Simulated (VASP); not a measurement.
ScAl3N4: single point with PBE

ScAl3N4:

```xyz
16
Lattice="6.4804 -0.0158 0.0000 -3.2538 5.6358 0.0000 0.0000 0.0000 5.0275" Properties=species:S:1:pos:R:3 pbc="T T T"
Al    1.6377    0.9206    2.5085
Al   -1.6166    4.7025   -0.0236
Al   -0.0108    3.7759    2.5085
Al    3.2157    1.8816   -0.0053
Al    1.6105    4.6620   -0.0053
Al    3.2162    3.7355    2.4901
Sc    0.0481    1.9064   -0.0507
Sc    4.8053    0.8958    2.4630
N     0.0721    1.9202    2.0796
N     1.7347    0.8656    4.4033
N    -1.6401    4.6889    1.9083
N    -0.0099    3.8873    4.4033
N     3.1188    1.9365    1.8895
N     4.7813    0.8819    4.5934
N     1.6095    4.5506    1.8895
N     3.2397    3.7490    4.4220
```

```json
{
  "Program": "VASP 6.6.1",
  "Task": "single point",
  "Functional": "PBE",
  "Potentials or basis": "VASP PAW PBE potentials, release 64 (Al, Sc_sv, N)",
  "Cutoff": "520 eV",
  "k mesh": "4 × 4 × 5",
  "Occupations": "gaussian, width 0.01 eV",
  "Spin": "no spin polarisation",
  "Dipole correction": "no",
  "Further INCAR settings": "LREAL = Auto; ALGO = Normal; EDIFF = 1e-07; NBANDS = 54"
}
```

```json
{
 "Pressure": "0.8 GPa",
 "Largest force": "0.072 eV/Å",
 "Band gap on the k mesh": "3.66 eV (least direct gap 3.72 eV)"
}
```

Forces in eV/Å, atoms in the order of the input:
```
Al   0.000  0.004  0.002
Al  -0.001 -0.001 -0.001
Al   0.003 -0.002  0.002
Al   0.000 -0.004  0.002
Al  -0.003  0.002  0.002
Al   0.001  0.001 -0.001
Sc   0.003  0.002  0.005
Sc  -0.003 -0.002  0.005
N    0.056  0.032  0.031
N    0.053 -0.033 -0.019
N   -0.001 -0.001  0.000
N   -0.003  0.062 -0.019
N   -0.053  0.033 -0.019
N   -0.056 -0.032  0.031
N    0.003 -0.062 -0.019
N    0.001  0.001  0.000
```

Stress tensor (GPa, compression positive):
```
 0.64 -0.01  0.00
-0.01  0.65  0.00
 0.00  0.00  1.25
```

Levels at points of the mesh, in eV from the valence-band top:
| k point | band 36 | band 37 | band 38 | band 39 | band 40 | band 41 | band 42 | band 43 | band 44 | band 45 |
| --- | --- | --- | --- | --- | --- | --- | --- | --- | --- | --- |
| (0.00, 0.00, 0.00) | -0.53 | -0.46 | -0.41 | -0.24 | 0.00 | 3.72 | 3.93 | 4.02 | 4.32 | 4.55 |
| (0.50, 0.00, 0.00) | -0.65 | -0.23 | -0.23 | -0.20 | -0.15 | 3.67 | 4.33 | 4.46 | 4.81 | 4.90 |
| (0.00, 0.50, 0.00) | -0.56 | -0.27 | -0.25 | -0.17 | -0.08 | 3.87 | 4.24 | 4.54 | 4.62 | 5.19 |

It took 14 min on 1 thread of Intel Xeon 8259CL, with other jobs on the host, peak memory 0.37 GiB.

A k mesh can miss the band edges.
